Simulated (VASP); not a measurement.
# AlN (F-43m) in VASP: notebook

Aim: see how the results for AlN move with the level of theory and the settings. Levels: PBEsol, PBE, LDA. Tasks: elastic constants, vibrations by perturbation theory, dielectric tensor.

Program: VASP 6.6.1. These are calculated values, not measurements. Logs are shortened: lines on timing, memory, paths and dates and some standing lists are left out, and cuts for length are marked.

### Step 1. The cell of the first run

Symmetry: F-43m, No. 216, cubic system. Conventional cell: a = 4.368 Å, b = 4.368 Å, c = 4.368 Å, α = 90.00°, β = 90.00°, γ = 90.00°. Al (site symmetry -43m) has 4 N at 1.89 Å within 2.5 Å. Within 2.5 Å of N (site symmetry -43m) lie 4 Al at 1.89 Å.

### Step 2. Elastic constants, PBEsol

The input, INCAR:

```
SYSTEM = AlN
PREC = Accurate
ENCUT = 600
EDIFF = 1E-8
ISMEAR = -1
SIGMA = 0.05
LREAL = .False.
LASPH = .True.
NELM = 100
ALGO = Normal
ISIF = 3
LWAVE = .False.
LCHARG = .False.
GGA = PS
IBRION = 6
NFREE = 2
POTIM = 0.015
NSW = 1
```

The input, KPOINTS:

```
regular mesh
0
Gamma
  7 7 7
  0 0 0
```

The input, POSCAR:

```
AlN
1.0
    0.0000000000      2.1839935596      2.1839935596
    2.1839935596      0.0000000000      2.1839935596
    2.1839935596      2.1839935596      0.0000000000
Al N
1 1
Direct
    0.0000000000      0.0000000000      0.0000000000
    0.2500000000      0.2500000000      0.2500000000
```

Potentials or basis: VASP PAW PBE potentials, release 64 (Al, N).

Launch:

```console
cat potpaw_PBE.64/Al/POTCAR potpaw_PBE.64/N/POTCAR > POTCAR
mpirun -np 1 vasp_std > vasp.out
```

OUTCAR:

```text
SYSTEM = AlN
   PREC = Accurate
   ENCUT = 600
   EDIFF = 1E-8
   ISMEAR = -1
   LREAL = .False.
   LASPH = .True.
   NELM = 100
   ISIF = 3
   GGA = PS
   IBRION = 6
   NFREE = 2
   POTIM = 0.015
   NSW = 1

 ion  position               nearest neighbor table
   1  0.000  0.000  0.000-   2 1.89   2 1.89   2 1.89   2 1.89
   2  0.250  0.250  0.250-   1 1.89   1 1.89   1 1.89   1 1.89

  LATTYP: Found a face centered cubic cell.
 ALAT       =     4.3679871192

  Lattice vectors:

 A1 = (   0.0000000000,   2.1839935596,   2.1839935596)
 A2 = (   2.1839935596,   0.0000000000,   2.1839935596)
 A3 = (   2.1839935596,   2.1839935596,   0.0000000000)

Analysis of symmetry for initial positions (statically):
=====================================================================
 Subroutine PRICEL returns:
 Original cell was already a primitive cell.

 Routine SETGRP: Setting up the symmetry group for a
 face centered cubic supercell.

 Subroutine GETGRP returns: Found 24 space group operations
 (whereof 24 operations were pure point group operations)
 out of a pool of 48 trial point group operations.

The static configuration has the point symmetry T_d .

Analysis of symmetry for dynamics (positions and initial velocities):
=====================================================================
 Subroutine PRICEL returns:
 Original cell was already a primitive cell.

 Routine SETGRP: Setting up the symmetry group for a
 face centered cubic supercell.

 Subroutine GETGRP returns: Found 24 space group operations
 (whereof 24 operations were pure point group operations)
 out of a pool of 48 trial point group operations.

The dynamic configuration has the point symmetry T_d .

 Subroutine INISYM returns: Found 24 space group operations
 (whereof 24 operations are pure point group operations),
 and found     1 'primitive' translations

----------------------------------------------------------------------------------------

                                     Primitive cell

  volume of cell :      20.8345

  direct lattice vectors                    reciprocal lattice vectors
     0.000000000  2.183993560  2.183993560    -0.228938404  0.228938404  0.228938404
     2.183993560  0.000000000  2.183993560     0.228938404 -0.228938404  0.228938404
     2.183993560  2.183993560  0.000000000     0.228938404  0.228938404 -0.228938404

  length of vectors
     3.088633312  3.088633312  3.088633312     0.396532948  0.396532948  0.396532948

  position of ions in fractional coordinates (direct lattice)
     0.000000000  0.000000000  0.000000000
     0.250000000  0.250000000  0.250000000

  ion indices of the primitive-cell ions
   primitive index   ion index
                 1           1
                 2           2

----------------------------------------------------------------------------------------

 KPOINTS: regular mesh

Automatic generation of k-mesh.
 Grid dimensions read from file:
 generate k-points for:    7    7    7

 Generating k-lattice:

  Cartesian coordinates                     Fractional coordinates (reciprocal lattice)
    -0.032705486  0.032705486  0.032705486     0.142857143  0.000000000  0.000000000
[... 102 lines left out ...]

  energy without entropy =      -15.61185412  energy(sigma->0) =      -15.61185412

------------------------ aborting loop because EDIFF is reached ----------------------------------------

  FORCE on cell =-STRESS in cart. coord.  units (eV):
  Direction    XX          YY          ZZ          XY          YZ          ZX
  --------------------------------------------------------------------------------------
  -------------------------------------------------------------------------------------
  Total        0.1571011      0.1571011      0.1571011      0.0000000      0.0000000      0.0000000
  in kB       12.0810762     12.0810762     12.0810762      0.0000000      0.0000000      0.0000000
  external PRESSURE =      12.0810762 kB  Pullay stress =       0.0000000 kB
[... 89 lines left out ...]
  FREE ENERGIE OF THE ION-ELECTRON SYSTEM (eV)
  ---------------------------------------------------
  free  energy   TOTEN  =       -15.6052250018 eV

  energy  without entropy=      -15.6052250017  energy(sigma->0) =      -15.60522500

[... ionic steps 4 to 14 ...]

--------------------------------------- Ionic step       15  -------------------------------------------

 number of electron       7.9999999 magnetization

------------------------ aborting loop because EDIFF is reached ----------------------------------------
[... 67 lines left out ...]
--------------------------------------- Ionic step       17  -------------------------------------------

 number of electron       8.0000000 magnetization

 Free energy of the ion-electron system (eV)
  ---------------------------------------------------
  ext. energy  EPLUGINS =         0.00000000
  ---------------------------------------------------
  free energy    TOTEN  =       -15.61020329 eV

  energy without entropy =      -15.61020329  energy(sigma->0) =      -15.61020329

 E-fermi :   6.8947     XC(G=0): -11.1291

 val. band max:        5.9176874150   @ k =   0.0000   0.0000   0.0000
 cond. band min:       9.3691373995   @ k =   0.4286   0.4286   0.0000
 fundamental gap:      3.4514499845
 Fermi energy:         6.8947153222

 k-point     1 :       0.0000    0.0000    0.0000
  band No.  band energies     occupation
      1      -9.0806      2.00000
      2       5.8386      2.00000
      3       5.8785      2.00000
      4       5.9177      2.00000
      5      10.0107      0.00000
      6      18.3422      0.00000
      7      18.3472      0.00000
      8      18.3517      0.00000
[... 243 lines left out ...]
 k-point    24 :       0.0000    0.1429    0.1429
  band No.  band energies     occupation
      1      -8.6834      2.00000
      2       4.4816      2.00000
      3       5.4417      2.00000
      4       5.5142      2.00000
      5      11.4457      0.00000
      6      17.2339      0.00000
      7      18.8963      0.00000
      8      18.8972      0.00000

 [... further k-points ...]

------------------------ aborting loop because EDIFF is reached ----------------------------------------

  FORCE on cell =-STRESS in cart. coord.  units (eV):
  Direction    XX          YY          ZZ          XY          YZ          ZX
  --------------------------------------------------------------------------------------
  -------------------------------------------------------------------------------------
  Total        0.1570131      0.1627978      0.1627978      0.0000000      0.1407589      0.0000000
  in kB       12.0743140     12.5191552     12.5191552      0.0000000     10.8243611      0.0000000
  external PRESSURE =      12.3708748 kB  Pullay stress =       0.0000000 kB
[... 17 lines left out ...]
  FREE ENERGIE OF THE ION-ELECTRON SYSTEM (eV)
  ---------------------------------------------------
  free  energy   TOTEN  =       -15.6102032874 eV

  energy  without entropy=      -15.6102032873  energy(sigma->0) =      -15.61020329

 INTERNAL STRAIN TENSORS FROM STRAINED CELLS
 ============================================

 INTERNAL STRAIN TENSOR FOR ION    1 for displacements in x,y,z  (eV/Angst):
          X           Y           Z          XY          YZ          ZX
  --------------------------------------------------------------------------------
  x     0.00000    -0.00000     0.00000     0.00000     9.38990     0.00000
  y    -0.00000    -0.00000     0.00000     0.00000     0.00000     9.38816
  z    -0.00000    -0.00000     0.00000     9.38860    -0.00000     0.00000

 INTERNAL STRAIN TENSORS FROM DISPLACED ATOMS
 ============================================

 INTERNAL STRAIN TENSOR FOR ION    1 for displacements in x,y,z  (eV/Angst):
          X           Y           Z          XY          YZ          ZX
  --------------------------------------------------------------------------------
  x     0.00000    -0.00000    -0.00000     0.00000     9.38684     0.00000
  y    -0.00000     0.00000    -0.00000     0.00000     0.00000     9.38684
  z    -0.00000    -0.00000     0.00000     9.38684     0.00000     0.00000

 INTERNAL STRAIN TENSOR FOR ION    2 for displacements in x,y,z  (eV/Angst):
          X           Y           Z          XY          YZ          ZX
  --------------------------------------------------------------------------------
  x    -0.00000     0.00000     0.00000     0.00000    -9.38255     0.00000
  y     0.00000     0.00000     0.00000     0.00000     0.00000    -9.38255
  z     0.00000     0.00000    -0.00000    -9.38255     0.00000     0.00000

 Eigenvectors and eigenvalues of the dynamical matrix
 ----------------------------------------------------

   1 f  =   19.725969 THz   123.941922 2PiTHz  657.987516 cm-1    81.580018 meV
             X         Y         Z           dx          dy          dz
      0.000000  0.000000  0.000000    -0.000000    0.584559    0.000000
      1.091997  1.091997  1.091997     0.000000   -0.811351    0.000000
[... 21 lines left out ...]
   6 f/i=    0.001496 THz     0.009398 2PiTHz    0.049894 cm-1     0.006186 meV
             X         Y         Z           dx          dy          dz
      0.000000  0.000000  0.000000     0.619552    0.456905   -0.256287
      1.091997  1.091997  1.091997     0.446373    0.329190   -0.184649

--------------------------------------------------------------------------------------------------------

 ELASTIC MODULI CONTR FROM IONIC RELAXATION (kBar)
 Direction    XX          YY          ZZ          XY          YZ          ZX
 --------------------------------------------------------------------------------
 XX          -0.0000     -0.0000      0.0000      0.0000     -0.0000      0.0000
 YY          -0.0000     -0.0000     -0.0000      0.0000      0.0000      0.0000
 ZZ           0.0000     -0.0000     -0.0000     -0.0000      0.0000      0.0000
 XY           0.0000      0.0000     -0.0000   -461.4721      0.0000      0.0000
 YZ          -0.0000      0.0000      0.0000      0.0000   -461.4721      0.0000
 ZX           0.0000      0.0000      0.0000      0.0000      0.0000   -461.4721
 --------------------------------------------------------------------------------

 TOTAL ELASTIC MODULI (kBar)
 Direction    XX          YY          ZZ          XY          YZ          ZX
 --------------------------------------------------------------------------------
 XX        2903.2714   1628.5922   1628.5922      0.0000     -0.0000      0.0000
 YY        1628.5922   2903.2714   1628.5922      0.0000      0.0000      0.0000
 ZZ        1628.5922   1628.5922   2903.2714     -0.0000      0.0000     -0.0000
 XY           0.0000      0.0000     -0.0000   1813.2590      0.0000      0.0000
 YZ          -0.0000      0.0000      0.0000      0.0000   1813.2590      0.0000
 ZX           0.0000      0.0000     -0.0000      0.0000      0.0000   1813.2590
 --------------------------------------------------------------------------------
```

Wall time 2.7 min (1 thread of Intel Xeon 6975P-C, shared host); peak memory 0.19 GiB.

Results:

```
Elastic constants C11, C12, C44                         : 290, 163, 181 GPa
Voigt bulk modulus                                      : 205 GPa
Highest phonon frequency at Γ, LO-TO splitting left out : 658 cm⁻¹
```

Phonon frequencies in cm⁻¹ (negative: imaginary):
```
              q point        frequencies
(0.000, 0.000, 0.000)  0 0 0 658 658 658
```

Elastic tensor in Voigt notation (GPa, in the Cartesian axes of the cell as first typed):
```
290 163 163   0   0   0
163 290 163   0   0   0
163 163 290   0   0   0
  0   0   0 181   0   0
  0   0   0   0 181   0
  0   0   0   0   0 181
```

Clamped-ion elastic tensor (GPa):
```
290 163 163   0   0   0
163 290 163   0   0   0
163 163 290   0   0   0
  0   0   0 227   0   0
  0   0   0   0 227   0
  0   0   0   0   0 227
```

Caveat: the cell is under stress, which shifts elastic constants; the PAW data sets were made with another functional, which shifts forces and pressure a little.

### Step 3. Vibrations by perturbation theory, PBEsol

The input, INCAR:

```
SYSTEM = AlN
ALGO = Normal ; EDIFF = 1E-8
ENCUT = 520 ; GGA = PS
IBRION = 8 ; ISIF = 2
ISMEAR = 0 ; LASPH = .True.
LCHARG = .True. ; LEPSILON = .True.
LREAL = .False. ; LWAVE = .False.
NELM = 80 ; NSW = 1
PREC = Accurate ; SIGMA = 0.01
```

The input, KPOINTS:

```
k-points
0
Gamma
  7 7 7
  0 0 0
```

POSCAR is that of step 2.

Potentials or basis: VASP PAW PBE potentials, release 64 (Al, N).

Launch:

```console
cat potpaw_PBE.64/Al/POTCAR potpaw_PBE.64/N/POTCAR > POTCAR
mpirun -np 1 vasp_std > vasp.out
```

OUTCAR:

```text
SYSTEM = AlN
   EDIFF = 1E-8
   ENCUT = 520
   GGA = PS
   IBRION = 8
   ISIF = 2
   ISMEAR = 0
   LASPH = .True.
   LEPSILON = .True.
   LREAL = .False.
   NELM = 80
   NSW = 1
   PREC = Accurate

 ion  position               nearest neighbor table
   1  0.000  0.000  0.000-   2 1.89   2 1.89   2 1.89   2 1.89
   2  0.250  0.250  0.250-   1 1.89   1 1.89   1 1.89   1 1.89

  LATTYP: Found a face centered cubic cell.
 ALAT       =     4.3679871192

  Lattice vectors:

 A1 = (   0.0000000000,   2.1839935596,   2.1839935596)
 A2 = (   2.1839935596,   0.0000000000,   2.1839935596)
 A3 = (   2.1839935596,   2.1839935596,   0.0000000000)

Analysis of symmetry for initial positions (statically):
=====================================================================
 Subroutine PRICEL returns:
 Original cell was already a primitive cell.

 Routine SETGRP: Setting up the symmetry group for a
 face centered cubic supercell.

 Subroutine GETGRP returns: Found 24 space group operations
 (whereof 24 operations were pure point group operations)
 out of a pool of 48 trial point group operations.

The static configuration has the point symmetry T_d .

Analysis of symmetry for dynamics (positions and initial velocities):
=====================================================================
 Subroutine PRICEL returns:
 Original cell was already a primitive cell.

 Routine SETGRP: Setting up the symmetry group for a
 face centered cubic supercell.
[... 471 lines left out ...]

 PIEZOELECTRIC TENSOR (including local field effects)  for field in x, y, z        (C/m^2)
          XX          YY          ZZ          XY          YZ          ZX
  --------------------------------------------------------------------------------
  x     0.00000     0.00000    -0.00000     0.00000    -0.61193     0.00000
  y    -0.00000    -0.00000     0.00000     0.00000     0.00000    -0.61193
  z    -0.00000    -0.00000     0.00000    -0.61193     0.00000     0.00000

 BORN EFFECTIVE CHARGES (including local field effects) (in |e|, cummulative output)
 ---------------------------------------------------------------------------------
 ion    1
    1     2.53601     0.00000     0.00000
    2     0.00000     2.53601     0.00000
    3     0.00000     0.00000     2.53601
 ion    2
    1    -2.53601     0.00000     0.00000
    2     0.00000    -2.53601     0.00000
    3     0.00000     0.00000    -2.53601

 INTERNAL STRAIN TENSOR FOR ION    2 for displacements in x,y,z  (eV/Angst):
          X           Y           Z          XY          YZ          ZX
  --------------------------------------------------------------------------------
  x     0.00000     0.00000     0.00000     0.00000    -9.35596     0.00000
  y    -0.00000     0.00000    -0.00000     0.00000     0.00000    -9.35596
  z     0.00000     0.00000     0.00000    -9.35596     0.00000     0.00000

 SECOND DERIVATIVES (NOT SYMMETRIZED)
 ------------------------------------
               1X          1Y          1Z          2X          2Y          2Z
  1X   -14.673965    0.000000    0.000000   14.673965    0.000000    0.000000
  1Y     0.000000  -14.673965    0.000000    0.000000   14.673965    0.000000
  1Z     0.000000    0.000000  -14.673965    0.000000    0.000000   14.673965
  2X    14.674070    0.000000    0.000000  -14.674070    0.000000    0.000000
  2Y     0.000000   14.674070    0.000000    0.000000  -14.674070    0.000000
  2Z     0.000000    0.000000   14.674070    0.000000    0.000000  -14.674070

 Eigenvectors and eigenvalues of the dynamical matrix
 ----------------------------------------------------

   1 f  =   19.724841 THz   123.934832 2PiTHz  657.949877 cm-1    81.575351 meV
             X         Y         Z           dx          dy          dz
      0.000000  0.000000  0.000000     0.000000    0.584497    0.000000
      1.091997  1.091997  1.091997     0.000000   -0.811396    0.000000
[... 21 lines left out ...]
   6 f/i=    0.000034 THz     0.000211 2PiTHz    0.001118 cm-1     0.000139 meV
             X         Y         Z           dx          dy          dz
      0.000000  0.000000  0.000000     0.000000    0.000000    0.811396
      1.091997  1.091997  1.091997     0.000000    0.000000    0.584497

--------------------------------------------------------------------------------------------------------

 MACROSCOPIC STATIC DIELECTRIC TENSOR IONIC CONTRIBUTION
 ------------------------------------------------------
           3.806592     0.000000     0.000000
           0.000000     3.806592     0.000000
           0.000000     0.000000     3.806592
 ------------------------------------------------------

 ELASTIC MODULI CONTR FROM IONIC RELAXATION (kBar)
 Direction    XX          YY          ZZ          XY          YZ          ZX
 --------------------------------------------------------------------------------
 XX          -0.0000     -0.0000     -0.0000      0.0000      0.0000     -0.0000
 YY          -0.0000     -0.0000     -0.0000      0.0000      0.0000      0.0000
 ZZ          -0.0000     -0.0000     -0.0000      0.0000      0.0000     -0.0000
 XY           0.0000      0.0000      0.0000   -437.4606      0.0000      0.0000
 YZ           0.0000      0.0000      0.0000      0.0000   -437.4606      0.0000
 ZX          -0.0000      0.0000     -0.0000      0.0000      0.0000   -437.4606
 --------------------------------------------------------------------------------

 PIEZOELECTRIC TENSOR IONIC CONTR  for field in x, y, z        (C/m^2)
          XX          YY          ZZ          XY          YZ          ZX
  --------------------------------------------------------------------------------
  x     0.00000    -0.00000    -0.00000     0.00000     1.21426     0.00000
  y     0.00000     0.00000     0.00000     0.00000     0.00000     1.21426
  z    -0.00000    -0.00000     0.00000     1.21426     0.00000     0.00000
```

OSZICAR:

```text
N       E                     dE             d eps       ncg     rms          rms(c)
DAV:   1     0.897896360502E+01    0.89790E+01   -0.41039E+03   336   0.832E+02
DAV:   2    -0.174323522960E+02   -0.26411E+02   -0.25023E+02   464   0.140E+02
DAV:   3    -0.178413820722E+02   -0.40903E+00   -0.40903E+00   336   0.227E+01
DAV:   4    -0.178431430052E+02   -0.17609E-02   -0.17609E-02   488   0.143E+00
[... 145 lines left out ...]
RMM:   6    -0.237268244761E+00   -0.24614E-04   -0.26943E-07  1752   0.482E-03    0.102E-03
RMM:   7    -0.237263755342E+00    0.44894E-05    0.24774E-08  1768   0.131E-03    0.683E-05
RMM:   8    -0.237263174705E+00    0.58064E-06   -0.30617E-09  1818   0.154E-04    0.439E-05
RMM:   9    -0.237263164493E+00    0.10212E-07   -0.24158E-09  1831   0.554E-05    0.263E-06
RMM:  10    -0.237263189714E+00   -0.25220E-07    0.12844E-09  1883   0.657E-06    0.143E-06
RMM:  11    -0.237263192049E+00   -0.23348E-08    0.70558E-09  1545   0.343E-06    0.123E-07
 Linear response finished
```

It took 54 s on 1 thread of Intel Xeon 6975P-C, shared host; peak memory 0.16 GiB.

Results:

* Electronic dielectric tensor (diagonal): 4.67
* Born charges (mean of the diagonal): Al +2.54; N -2.54 e
* Highest phonon frequency at Γ, LO-TO splitting left out: 658 cm⁻¹

Phonon frequencies in cm⁻¹ (negative: imaginary):
| q point | frequencies |
| --- | --- |
| (0.000, 0.000, 0.000) | 0 0 0 658 658 658 |

Electronic dielectric tensor:
```
4.67 0.00 0.00
0.00 4.67 0.00
0.00 0.00 4.67
```

Born effective charge tensors (e):
atom 1, Al
```
2.54 0.00 0.00
0.00 2.54 0.00
0.00 0.00 2.54
```
atom 2, N
```
-2.54  0.00  0.00
 0.00 -2.54  0.00
 0.00  0.00 -2.54
```

Caveat: the cell wasn't relaxed at this level first, which shifts response properties; the PAW data sets were made with another functional, which shifts forces and pressure a little.

(Part 1 of 2 ends here.)
